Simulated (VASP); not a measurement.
Set up this calculation in VASP 6.6.1, as the native input.

- Task: single point
- Functional: PBEsol
- Potentials or basis: VASP PAW PBE potentials, release 64 (Na_pv)
- Cutoff: 520 eV
- k mesh: 12 × 12 × 7
- Occupations: fermi-dirac, width 0.08 eV
- Spin: no spin polarisation
- Dipole correction: no
- k mesh for the DOS: 18 × 18 × 11
- Occupations for the DOS: tetrahedron
- Further INCAR settings: ALGO = Normal; EDIFF = 1e-06

The system is Na.

```
Na
1.0
     2.74648    0.00000    0.00000
    -1.37324    2.37852    0.00000
     0.00000    0.00000    4.46055
Na
2
Direct
  0.33333 0.66667 0.25000
  0.66667 0.33333 0.75000
```

This isn't the form of Na at room conditions, which is bcc.

These files were run (other wordings do the same):

POSCAR

```
Na
1.0
    2.7464839438      0.0000000000      0.0000000000
   -1.3732419719      2.3785248665      0.0000000000
    0.0000000000      0.0000000000      4.4605455092
Na
2
Direct
    0.3333333333      0.6666666667      0.2500000000
    0.6666666667      0.3333333333      0.7500000000
```

INCAR.step1

```
SYSTEM = Na
ALGO     = Normal         ! electronic algorithm
EDIFF    = 1E-6           ! SCF threshold, eV
ENCUT    = 520            ! plane-wave cutoff, eV
GGA      = PS             ! functional
ISIF     = 2              ! what is computed and relaxed
ISMEAR   = -1             ! smearing method
LASPH    = .TRUE.         ! aspherical terms in the spheres
LCHARG   = .TRUE.         ! write CHGCAR
LREAL    = .FALSE.        ! projectors in reciprocal space
LWAVE    = .FALSE.        ! write WAVECAR
NBANDS   = 14             ! bands
NELM     = 100            ! most SCF steps
PREC     = Accurate       ! precision mode
SIGMA    = 0.08           ! smearing width, eV
```

KPOINTS.step1

```
k-points
0
G
  12 12 7
  0 0 0
```

INCAR.step2

```
SYSTEM = Na
ALGO     = Normal         ! electronic algorithm
EDIFF    = 1E-6           ! SCF threshold, eV
ENCUT    = 520            ! plane-wave cutoff, eV
GGA      = PS             ! functional
ICHARG   = 11             ! starting density
ISIF     = 2              ! what is computed and relaxed
ISMEAR   = -5             ! smearing method
LASPH    = .TRUE.         ! aspherical terms in the spheres
LCHARG   = .FALSE.        ! write CHGCAR
LORBIT   = 10             ! projections on sites
LREAL    = .FALSE.        ! projectors in reciprocal space
LWAVE    = .FALSE.        ! write WAVECAR
NEDOS    = 1001           ! points of the DOS
NELM     = 100            ! most SCF steps
PREC     = Accurate       ! precision mode
SIGMA    = 0.08           ! smearing width, eV
```

KPOINTS.step2

```
k-points
0
G
  18 18 11
  0 0 0
```

Potentials or basis: VASP PAW PBE potentials, release 64 (Na_pv).

Run with:

```bash
$ cat potpaw_PBE.64/Na_pv/POTCAR > POTCAR
$ cp INCAR.step1 INCAR
$ cp KPOINTS.step1 KPOINTS
$ mpirun -np 1 vasp_std > vasp.out
$ cp INCAR.step2 INCAR
$ cp KPOINTS.step2 KPOINTS
$ mpirun -np 1 vasp_std > vasp.out
```

Results of the run:

```
Valence electrons inside the program's atomic spheres : Na 6.26
```

Run time: 82 s on 1 thread of Intel Xeon 8259CL, with other jobs on the host, peak memory 0.17 GiB.
